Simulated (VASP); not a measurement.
Set up this calculation in VASP 6.6.1, as the native input.

* Task: single point
* Functional: LDA
* Potentials or basis: VASP PAW LDA potentials, release 64 (Ag, O)
* Cutoff: 600 eV
* k mesh: 4 × 4 × 4
* Occupations: fermi-dirac, width 0.01 eV
* Spin: no spin polarisation
* Dipole correction: no
* Further INCAR settings: ALGO = Normal; EDIFF = 1e-06; NBANDS = 37

The structure of Ag2O lies in POSCAR:

```
Ag2O
1.0
    4.6387706353      0.0000000000      0.0000000000
    0.0000000000      4.6387706353      0.0000000000
    0.0000000000      0.0000000000      4.6387706353
Ag O
4 2
Direct
    0.2500000000      0.2500000000      0.2500000000
    0.2500000000      0.7500000000      0.7500000000
    0.7500000000      0.7500000000      0.2500000000
    0.7500000000      0.2500000000      0.7500000000
    0.0000000000      0.0000000000      0.0000000000
    0.5000000000      0.5000000000      0.5000000000
```

These files were run (other wordings do the same):

INCAR

```
ALGO = Normal
EDIFF = 1E-6
ENCUT = 600
GGA = CA
GGA_COMPAT = False
ISIF = 2
ISMEAR = -1
LASPH = True
LCHARG = False
LREAL = False
LWAVE = False
NBANDS = 37
NELM = 120
PREC = Accurate
SIGMA = 0.01
```

KPOINTS

```
k-points
0
Gamma
  4 4 4
```

Potentials or basis: VASP PAW LDA potentials, release 64 (Ag, O).

The run is started by

```bash
$ cat potpaw_LDA.64/Ag/POTCAR potpaw_LDA.64/O/POTCAR > POTCAR
$ mpirun -np 1 vasp_std > vasp.out
```

It gave:

The pressure is 0.0 GPa and the band gap on the k mesh is 0.11 eV.

Caveat: semilocal functionals underestimate gaps, and a narrow one can read as zero.

It took 28 s on 1 thread of Intel(R) Xeon(R) Platinum 8375C CPU @ 2.90GHz (Ice Lake), with other jobs on the host, peak memory 0.21 GiB.
